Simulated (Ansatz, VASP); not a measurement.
# Two plane-wave programs on InP

```
CELL_PARAMETERS angstrom
0.00000 2.74536 2.74536
2.74536 0.00000 2.74536
2.74536 2.74536 0.00000
ATOMIC_POSITIONS crystal
In 0.00000 0.00000 0.00000
P 0.50000 0.50000 0.50000
```

Alike in both runs: task single point; functional PBE-based screened hybrid with a share of 0.2 of exact exchange and HFSCREEN = 0.3; k mesh 4 × 4 × 4; occupations fermi-dirac, width 0.02 eV; no spin polarisation.

```csv
,VASP,Ansatz
version,VASP 6.6.1,Ansatz 0.2.0
potentials or method,"VASP PAW PBE potentials, release 64 (In_d, P)",plane waves
plane-wave cutoff (eV),520,420
valence electrons in the cell,18,18
```

Ansatz gave:

* pressure (GPa): 0.4

**Question.** Which values does VASP return?

**Answer.** Pressure (GPa): 0.3.

VASP's potentials were made for PBE, not for PBE-based screened hybrid. Ansatz's warnings: filled band counts differ across k points, stress exchange threshold loose, stress scf threshold loose.

The k mesh is coarse, so the values compare programs but aren't converged.
